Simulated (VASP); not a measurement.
# LiLaO3 (Pm-3m) in VASP: further runs

LiLaO3 is run at these levels: LDA; tasks: single point.

Everything below comes from runs of VASP 6.6.1. Logs are shortened: lines on timing, memory, paths and dates and some standing lists are left out, and cuts for length are marked.

## (1) The cell of the first run

It takes space group Pm-3m (No. 221, cubic). Conventional cell: a = 3.676 Å, b = 3.676 Å, c = 3.676 Å, α = 90.00°, β = 90.00°, γ = 90.00°. Within 3.4 Å of La (site symmetry m-3m) lie 12 O at 2.60 Å and 8 Li at 3.18 Å. Within 2.4 Å of Li (site symmetry m-3m) lie 6 O at 1.84 Å. O (site symmetry 4/mmm) has 2 Li at 1.84 Å within 2.4 Å.

## (2) Single point, LDA

INCAR reads:

```
SYSTEM = LiLaO3
ALGO = Normal ; EDIFF = 1E-6
ENCUT = 520 ; GGA = CA
ISIF = 2 ; ISMEAR = 1
LASPH = .TRUE. ; LCHARG = .FALSE.
LREAL = .FALSE. ; LWAVE = .FALSE.
NBANDS = 24 ; NELM = 60
PREC = Accurate ; SIGMA = 0.02
```

KPOINTS reads:

```
k-points
0
G
  11 11 11
  0 0 0
```

POSCAR reads:

```
LiLaO3
1.0
    3.6758811951      0.0000000000      0.0000000000
    0.0000000000      3.6758811951      0.0000000000
    0.0000000000      0.0000000000      3.6758811951
La Li O
1 1 3
Direct
    0.0000000000      0.0000000000      0.0000000000
    0.5000000000      0.5000000000      0.5000000000
    0.5000000000      0.5000000000      0.0000000000
    0.0000000000      0.5000000000      0.5000000000
    0.5000000000      0.0000000000      0.5000000000
```

Potentials or basis: VASP PAW LDA potentials, release 64 (La, Li_sv, O).

The run is started by

```sh
> cat potpaw_LDA.64/La/POTCAR potpaw_LDA.64/Li_sv/POTCAR potpaw_LDA.64/O/POTCAR > POTCAR
> mpirun -np 1 vasp_std > vasp.out
```

OUTCAR:

```text
SYSTEM = LiLaO3
   EDIFF = 1E-6
   ENCUT = 520
   GGA = CA
   ISIF = 2
   ISMEAR = 1
   LASPH = .TRUE.
   LREAL = .FALSE.
   NELM = 60
   PREC = Accurate

 ion  position               nearest neighbor table
   1  0.000  0.000  0.000-   3 2.60   4 2.60   5 2.60   4 2.60   5 2.60   3 2.60   4 2.60   4 2.60
                             3 2.60   5 2.60   5 2.60   3 2.60
   2  0.500  0.500  0.500-   3 1.84   4 1.84   5 1.84   3 1.84   5 1.84   4 1.84
   3  0.500  0.500  0.000-   2 1.84   2 1.84   1 2.60   1 2.60   1 2.60   1 2.60
   4  0.000  0.500  0.500-   2 1.84   2 1.84   1 2.60   1 2.60   1 2.60   1 2.60
   5  0.500  0.000  0.500-   2 1.84   2 1.84   1 2.60   1 2.60   1 2.60   1 2.60

  LATTYP: Found a simple cubic cell.
 ALAT       =     3.6758811951

  Lattice vectors:

 A1 = (   3.6758811951,   0.0000000000,   0.0000000000)
 A2 = (   0.0000000000,   3.6758811951,   0.0000000000)
 A3 = (   0.0000000000,   0.0000000000,   3.6758811951)

Analysis of symmetry for initial positions (statically):
=====================================================================
 Subroutine PRICEL returns:
 Original cell was already a primitive cell.

 Routine SETGRP: Setting up the symmetry group for a
 simple cubic supercell.

 Subroutine GETGRP returns: Found 48 space group operations
 (whereof 48 operations were pure point group operations)
 out of a pool of 48 trial point group operations.

The static configuration has the point symmetry O_h .

Analysis of symmetry for dynamics (positions and initial velocities):
=====================================================================
 Subroutine PRICEL returns:
 Original cell was already a primitive cell.

 Routine SETGRP: Setting up the symmetry group for a
 simple cubic supercell.

 Subroutine GETGRP returns: Found 48 space group operations
 (whereof 48 operations were pure point group operations)
 out of a pool of 48 trial point group operations.

The dynamic configuration has the point symmetry O_h .

 Subroutine INISYM returns: Found 48 space group operations
 (whereof 48 operations are pure point group operations),
 and found     1 'primitive' translations

----------------------------------------------------------------------------------------

                                     Primitive cell

  volume of cell :      49.6689

  direct lattice vectors                    reciprocal lattice vectors
     3.675881195  0.000000000  0.000000000     0.272043613  0.000000000  0.000000000
     0.000000000  3.675881195  0.000000000     0.000000000  0.272043613  0.000000000
     0.000000000  0.000000000  3.675881195     0.000000000  0.000000000  0.272043613

  length of vectors
     3.675881195  3.675881195  3.675881195     0.272043613  0.272043613  0.272043613

  position of ions in fractional coordinates (direct lattice)
     0.000000000  0.000000000  0.000000000
     0.500000000  0.500000000  0.500000000
     0.500000000  0.500000000  0.000000000
     0.000000000  0.500000000  0.500000000
     0.500000000  0.000000000  0.500000000

  ion indices of the primitive-cell ions
   primitive index   ion index
                 1           1
                 2           2
                 3           3
                 4           4
                 5           5

----------------------------------------------------------------------------------------

 KPOINTS: k-points

Automatic generation of k-mesh.
 Grid dimensions read from file:
 generate k-points for:   11   11   11

 Generating k-lattice:

  Cartesian coordinates                     Fractional coordinates (reciprocal lattice)
     0.024731238  0.000000000  0.000000000     0.090909091  0.000000000  0.000000000
     0.000000000  0.024731238  0.000000000     0.000000000  0.090909091  0.000000000
     0.000000000  0.000000000  0.024731238     0.000000000  0.000000000  0.090909091

  Length of vectors
     0.024731238  0.024731238  0.024731238

  Shift w.r.t. Gamma in fractional coordinates (k-lattice)
     0.000000000  0.000000000  0.000000000

 Subroutine IBZKPT returns following result:
 ===========================================

 Found     56 irreducible k-points:

 Following reciprocal coordinates:
            Coordinates               Weight
  0.000000  0.000000  0.000000      1.000000
  0.090909  0.000000  0.000000      6.000000
  0.181818  0.000000  0.000000      6.000000
  0.272727  0.000000  0.000000      6.000000
  0.363636  0.000000  0.000000      6.000000
  0.454545  0.000000  0.000000      6.000000
[... 16 lines left out ...]
  0.181818  0.090909  0.090909     24.000000
  0.272727  0.090909  0.090909     24.000000
 [... further k-points ...]
   k-points           NKPTS =     56   k-points in BZ     NKDIM =     56   number of bands    NBANDS=     24
   number of dos      NEDOS =    301   number of ions     NIONS =      5
   total plane-waves  NPLWV =  21952
   dimension x,y,z NGX =    28 NGY =   28 NGZ =   28
   dimension x,y,z NGXF=    56 NGYF=   56 NGZF=   56
   ions per type =               1   1   3
   NGX,Y,Z   is equivalent  to a cutoff of  12.66, 12.66, 12.66 a.u.
   NGXF,Y,Z  is equivalent  to a cutoff of  25.33, 25.33, 25.33 a.u.
 SYSTEM =  LiLaO3
   PREC   = accura    normal or accurate (medium, high low for compatibility)
   ISTART =      0    job   : 0-new  1-cont  2-samecut
   ICHARG =      2    charge: 1-file 2-atom 10-const
   ISPIN  =      1    spin polarized calculation?
   LNONCOLLINEAR =      F non collinear calculations
   LSORBIT =      F    spin-orbit coupling
   LASPH  =      T    aspherical Exc in radial PAW
   ENCUT  =  520.0 eV  38.22 Ry    6.18 a.u.   6.83  6.83  6.83*2*pi/ulx,y,z
   NELM   =     60;   NELMIN=  2; NELMDL= -5     # of ELM steps
   EDIFF  = 0.1E-05   stopping-criterion for ELM
   LREAL  =      F    real-space projection
   EDIFFG = 0.1E-04   stopping-criterion for IOM
   NSW    =      0    number of steps for IOM
   IBRION =     -1    ionic relax: 0-MD 1-quasi-New 2-CG
   NFREE  =      0    steps in history (QN), initial steepest desc. (CG)
   ISIF   =      2    stress and relaxation
   ISYM   =      2    0-nonsym 1-usesym 2-fastsym
   POTIM  = 0.5000    time-step for ionic-motion
   TEBEG  =    0.0;   TEEND  =   0.0 temperature during run
   PSTRESS=    0.0 pullay stress
   NELECT =      32.0000    total number of electrons
   NUPDOWN=      -1.0000    fix difference up-down
   EMIN   =  10.00;   EMAX   =-10.00  energy-range for DOS
   EFERMI =   0.00;   METHOD = LEGACY
   ISMEAR =     1;   SIGMA  =   0.02  broadening in eV -4-tet -1-fermi 0-gaus
   EFERMI_NEDOS =   21; number of points for ismear=-14 and -15
   IALGO  =     38    algorithm
   IMIX   =      4    mixing-type and parameters
     AMIX     =   0.40;   BMIX     =  1.00
     AMIX_MAG =   1.60;   BMIX_MAG =  1.00
  volume/ion in A,a.u.               =       9.93        67.04
  Fermi-wavevector in a.u.,A,eV,Ry     =   1.413937  2.671953 27.201006  1.999218
  Thomas-Fermi vector in A             =   2.535531
   LORBIT       =      0    0 simple, 1 ext, 2 COOP (PROOUT), +10 PAW based schemes
   GGA     = CA    functional components
   LHFCALC =     F    Hartree Fock is set to
   AEXX    =    0.0000 exact exchange contribution
   IVDW    =     0    specifies the selected vdW correction
   LEPSILON=     F    determine dielectric tensor
   LRPA    =     F    only Hartree local field effects (RPA)
 non-spin polarized calculation
 Methfessel and Paxton  Order N= 1 SIGMA  =   0.02
  energy-cutoff  :      520.00
  volume of cell :       49.67
 maximum number of plane-waves:      1357
 NGX is ok and might be reduce to    28
   NGX = 13   NGY = 13   NGZ = 13

 number of electron      31.9999987 magnetization

 Free energy of the ion-electron system (eV)
  ---------------------------------------------------
  ext. energy  EPLUGINS =         0.00000000
  ---------------------------------------------------
  free energy    TOTEN  =       -34.98363907 eV

  energy without entropy =      -34.98334484  energy(sigma->0) =      -34.98354099

 E-fermi :   6.3668     XC(G=0): -12.2562

 val. band max:        6.3661646614   @ k =   0.4545   0.2727   0.0000
 cond. band min:       6.3672387410   @ k =   0.3636   0.2727   0.2727
 fundamental gap:      0.0010740796
 Fermi energy:         6.3668138695

 k-point     1 :       0.0000    0.0000    0.0000
  band No.  band energies     occupation
      1     -34.1773      2.00000
      2     -23.2938      2.00000
      3     -10.5684      2.00000
      4      -8.9429      2.00000
      5      -8.9429      2.00000
      6      -6.8808      2.00000
[... 16 lines left out ...]
     23      11.8601      0.00000
     24      12.1172      0.00000

 k-point     2 :       0.0909    0.0000    0.0000
  band No.  band energies     occupation
      1     -34.1769      2.00000
      2     -23.2832      2.00000
      3     -10.6306      2.00000
      4      -9.0892      2.00000
      5      -8.9355      2.00000
      6      -6.8618      2.00000
[... 16 lines left out ...]
     23      11.9020      0.00000
     24      12.0699      0.00000

 k-point     3 :       0.1818    0.0000    0.0000
  band No.  band energies     occupation
      1     -34.1759      2.00000
      2     -23.2545      2.00000
      3     -10.8156      2.00000
      4      -9.3553      2.00000
      5      -8.9155      2.00000
      6      -6.8098      2.00000
[... 16 lines left out ...]
     23      12.0100      0.00000
     24      12.0100      0.00000

 k-point     4 :       0.2727    0.0000    0.0000
  band No.  band energies     occupation
      1     -34.1746      2.00000
      2     -23.2164      2.00000
      3     -11.0824      2.00000
      4      -9.5574      2.00000
      5      -8.8893      2.00000
      6      -6.7398      2.00000
[... 16 lines left out ...]
     23      11.9789      0.00000
     24      11.9789      0.00000

 k-point     5 :       0.3636    0.0000    0.0000
  band No.  band energies     occupation
      1     -34.1734      2.00000
      2     -23.1807      2.00000
      3     -11.3345      2.00000
      4      -9.6705      2.00000
      5      -8.8650      2.00000
      6      -6.6732      2.00000
[... 16 lines left out ...]
     23      11.9637      0.00000
     24      11.9637      0.00000

 k-point     6 :       0.4545    0.0000    0.0000
  band No.  band energies     occupation
      1     -34.1727      2.00000
      2     -23.1592      2.00000
      3     -11.4833      2.00000
      4      -9.7196      2.00000
      5      -8.8501      2.00000
      6      -6.6327      2.00000
[... 16 lines left out ...]
     23      11.9570      0.00000
     24      11.9570      0.00000
[... 379 lines left out ...]
 k-point    21 :       0.4545    0.4545    0.0000
  band No.  band energies     occupation
      1     -34.1684      2.00000
      2     -23.0385      2.00000
      3     -10.7523      2.00000
      4     -10.6789      2.00000
      5      -9.6626      2.00000
      6      -6.4196      2.00000
[... 16 lines left out ...]
     23      11.7779      0.00000
     24      11.8018      0.00000

 k-point    22 :       0.0909    0.0909    0.0909
  band No.  band energies     occupation
      1     -34.1761      2.00000
      2     -23.2622      2.00000
      3     -10.7214      2.00000
      4      -9.1501      2.00000
      5      -9.1501      2.00000
      6      -6.7280      2.00000
[... 16 lines left out ...]
     23      11.8575      0.00000
     24      12.1117      0.00000

 k-point    23 :       0.1818    0.0909    0.0909
  band No.  band energies     occupation
      1     -34.1751      2.00000
      2     -23.2340      2.00000
      3     -10.8504      2.00000
      4      -9.4465      2.00000
      5      -9.1038      2.00000
      6      -6.7253      2.00000
[... 16 lines left out ...]
     23      11.8669      0.00000
     24      12.0511      0.00000

 k-point    24 :       0.2727    0.0909    0.0909
  band No.  band energies     occupation
      1     -34.1738      2.00000
      2     -23.1964      2.00000
      3     -11.0561      2.00000
      4      -9.6866      2.00000
      5      -9.0409      2.00000
      6      -6.7237      2.00000
[... 16 lines left out ...]
     23      11.8582      0.00000
     24      11.9997      0.00000

 [... further k-points ...]
[... 5 lines left out ...]
  --------------------------------------------------------------------------------------
  -------------------------------------------------------------------------------------
  Total        0.7530247      0.7530247      0.7530247      0.0000000      0.0000000     -0.0000000
  in kB       24.2904406     24.2904406     24.2904406      0.0000000      0.0000000     -0.0000000
  external PRESSURE =      24.2904406 kB  Pullay stress =       0.0000000 kB

 VOLUME and BASIS-vectors are now :
 -----------------------------------------------------------------------------
  energy-cutoff  :      520.00
  volume of cell :       49.67
      direct lattice vectors                 reciprocal lattice vectors
     3.675881195  0.000000000  0.000000000     0.272043613  0.000000000  0.000000000
     0.000000000  3.675881195  0.000000000     0.000000000  0.272043613  0.000000000
     0.000000000  0.000000000  3.675881195     0.000000000  0.000000000  0.272043613

 POSITION                                       TOTAL-FORCE (eV/Angst)
 -----------------------------------------------------------------------------------
      0.00000      0.00000      0.00000         0.000000      0.000000      0.000000
      1.83794      1.83794      1.83794         0.000000      0.000000      0.000000
      1.83794      1.83794      0.00000         0.000000      0.000000      0.000000
      0.00000      1.83794      1.83794         0.000000      0.000000      0.000000
      1.83794      0.00000      1.83794         0.000000      0.000000      0.000000
 -----------------------------------------------------------------------------------
    total drift:                                0.000000      0.000000      0.000000

  FREE ENERGIE OF THE ION-ELECTRON SYSTEM (eV)
  ---------------------------------------------------
  free  energy   TOTEN  =       -34.9836390665 eV

  energy  without entropy=      -34.9833448394  energy(sigma->0) =      -34.98354099
```

Run time: 23 s. Hardware: 1 thread of Intel Xeon 6975P-C (Granite Rapids), shared host; peak memory 0.2 GiB.

Results:

```
Free energy            : -34.9836 eV
Band gap on the k mesh : zero (band 16 reaches 6.82 eV, above the bottom of band 17 at 5.91 eV)
```

Caveat: the cutoff is under 1.25 times the usual one of these potentials, so pressure, stress and relaxed cells hold a basis-set (Pulay) error; spin-orbit coupling is left out, which moves the levels of the heavy elements.

## (3) Single point, LDA

This run uses another cell than the first one, of 10.09 Å³/atom, 1.015 times its volume.

INCAR reads:

```
SYSTEM = LiLaO3
  PREC = Accurate
  ENCUT = 520
  EDIFF = 1E-7
  ISMEAR = 1
  SIGMA = 0.02
  LREAL = .False.
  LASPH = .True.
  NELM = 100
  ALGO = Normal
  ISIF = 2
  LWAVE = .False.
  LCHARG = .False.
  NBANDS = 24
```

KPOINTS reads:

```
Automatic mesh
0
Gamma
  11 11 11
  0 0 0
```

Edit POSCAR of step 2 so:

```diff
@@ -2,5 +2,5 @@
 1.0
-    3.6758811951      0.0000000000      0.0000000000
-    0.0000000000      3.6758811951      0.0000000000
-    0.0000000000      0.0000000000      3.6758811951
+    3.6944465666      0.0000000000      0.0000000000
+    0.0000000000      3.6944465666      0.0000000000
+    0.0000000000      0.0000000000      3.6944465666
 La Li O
```

Potentials or basis: VASP PAW LDA potentials, release 64 (La, Li_sv, O).

The run is started by

```sh
> cat potpaw_LDA.64/La/POTCAR potpaw_LDA.64/Li_sv/POTCAR potpaw_LDA.64/O/POTCAR > POTCAR
> mpirun -np 1 vasp_std > vasp.out
```

It took 25 s on 1 thread of Intel Xeon 6975P-C (Granite Rapids), shared host; peak memory 0.19 GiB.

Results (log left out):

```yaml
Free_energy: -34.9905 eV
Band_gap_on_the_k_mesh: zero (band 16 reaches 6.63 eV, above the bottom of band 17 at 5.75 eV)
```

Levels at points of the mesh, in eV from the Fermi level:
| k point | band 12 | band 13 | band 14 | band 15 | band 16 | band 17 | band 18 | band 19 | band 20 | band 21 |
| --- | --- | --- | --- | --- | --- | --- | --- | --- | --- | --- |
| (0.00, 0.00, 0.00) | -1.38 | -1.38 | -1.38 | 0.43 | 0.43 | 0.43 | 3.95 | 3.95 | 5.16 | 5.40 |

Caveat: the cutoff is under 1.25 times the usual one of these potentials, so pressure, stress and relaxed cells hold a basis-set (Pulay) error; spin-orbit coupling is left out, which moves the levels of the heavy elements.

## (4) Single point, LDA

This run uses another cell than the first one, of 10.09 Å³/atom, 1.015 times its volume.

INCAR reads:

```
PREC = Accurate
ENCUT = 520
EDIFF = 1E-7
ISMEAR = 1
SIGMA = 0.02
LREAL = F
LASPH = T
NELM = 60
ALGO = Normal
ISIF = 2
LWAVE = F
LCHARG = F
GGA = CA
NBANDS = 24
```

KPOINTS reads:

```
Automatic mesh
0
Gamma
  11 11 11
```

POSCAR is that of step 3.

The run is started by

```sh
> cat potpaw_LDA.64/La/POTCAR potpaw_LDA.64/Li_sv/POTCAR potpaw_LDA.64/O/POTCAR > POTCAR
> mpirun -np 1 vasp_std > vasp.out
```

It took 25 s on 1 thread of Intel Xeon 6975P-C (Granite Rapids), shared host; peak memory 0.2 GiB.

The run converged. Its results:

| Quantity | Value |
| --- | --- |
| Free energy | -34.9905 eV |
| Band gap on the k mesh | zero (band 16 reaches 6.63 eV, above the bottom of band 17 at 5.75 eV) |

Levels at points of the mesh, in eV from the Fermi level:
| k point | band 12 | band 13 | band 14 | band 15 | band 16 | band 17 | band 18 | band 19 | band 20 | band 21 |
| --- | --- | --- | --- | --- | --- | --- | --- | --- | --- | --- |
| (0.00, 0.00, 0.00) | -1.38 | -1.38 | -1.38 | 0.43 | 0.43 | 0.43 | 3.95 | 3.95 | 5.16 | 5.40 |

Caveat: the cutoff is under 1.25 times the usual one of these potentials, so pressure, stress and relaxed cells hold a basis-set (Pulay) error; spin-orbit coupling is left out, which moves the levels of the heavy elements.

## (5) Single point, LDA

This run uses another cell than the first one, of 10.24 Å³/atom, 1.030 times its volume.

INCAR reads:

```
SYSTEM = LiLaO3
PREC = Accurate ; ENCUT = 520
EDIFF = 1E-7 ; ISMEAR = 1
SIGMA = 0.02 ; LREAL = .FALSE.
LASPH = .TRUE. ; NELM = 100
ALGO = Normal ; ISIF = 2
LWAVE = .FALSE. ; LCHARG = .TRUE.
GGA = CA ; LELF = .TRUE.
LVHAR = .TRUE. ; NBANDS = 24
```

KPOINTS reads:

```
regular mesh
0
G
  11 11 11
  0 0 0
```

Edit POSCAR of step 4 so:

```diff
@@ -2,5 +2,5 @@
 1.0
-    3.6944465666      0.0000000000      0.0000000000
-    0.0000000000      3.6944465666      0.0000000000
-    0.0000000000      0.0000000000      3.6944465666
+    3.7128272003      0.0000000000      0.0000000000
+    0.0000000000      3.7128272003      0.0000000000
+    0.0000000000      0.0000000000      3.7128272003
 La Li O
```

The run is started by

```sh
> cat potpaw_LDA.64/La/POTCAR potpaw_LDA.64/Li_sv/POTCAR potpaw_LDA.64/O/POTCAR > POTCAR
> mpirun -np 1 vasp_std > vasp.out
```

Wall time 26 s (1 thread of Intel Xeon 6975P-C (Granite Rapids), shared host); peak memory 0.2 GiB.

The run converged. Its results:

* Free energy: -34.9863 eV
* Band gap on the k mesh: zero (band 16 reaches 6.45 eV, above the bottom of band 17 at 5.60 eV)

Levels at points of the mesh, in eV from the Fermi level:
| k point | band 13 | band 14 | band 15 | band 16 | band 17 | band 18 | band 19 | band 20 |
| --- | --- | --- | --- | --- | --- | --- | --- | --- |
| (0.00, 0.00, 0.00) | -1.34 | -1.34 | 0.42 | 0.42 | 0.42 | 3.92 | 3.92 | 5.08 |

Caveat: the cutoff is under 1.25 times the usual one of these potentials, so pressure, stress and relaxed cells hold a basis-set (Pulay) error; spin-orbit coupling is left out, which moves the levels of the heavy elements.

## (6) The runs side by side

```csv
cell,gap on the mesh (eV)
"a = 3.676 Å, 5 atoms",none
"a = 3.694 Å, 5 atoms",none
"a = 3.713 Å, 5 atoms",none
```

Alike in all rows: task single point; level LDA; potentials or basis VASP PAW LDA potentials, release 64 (La, Li_sv, O); no spin polarisation; k mesh 11 × 11 × 11; cutoff (eV) 520; smearing methfessel-paxton 0.02 eV.

Caveats: the cutoff is under 1.25 times the usual one of these potentials, so pressure, stress and relaxed cells hold a basis-set (Pulay) error; spin-orbit coupling is left out, which moves the levels of the heavy elements.

Absolute energies hang on the potentials; compare differences alone.
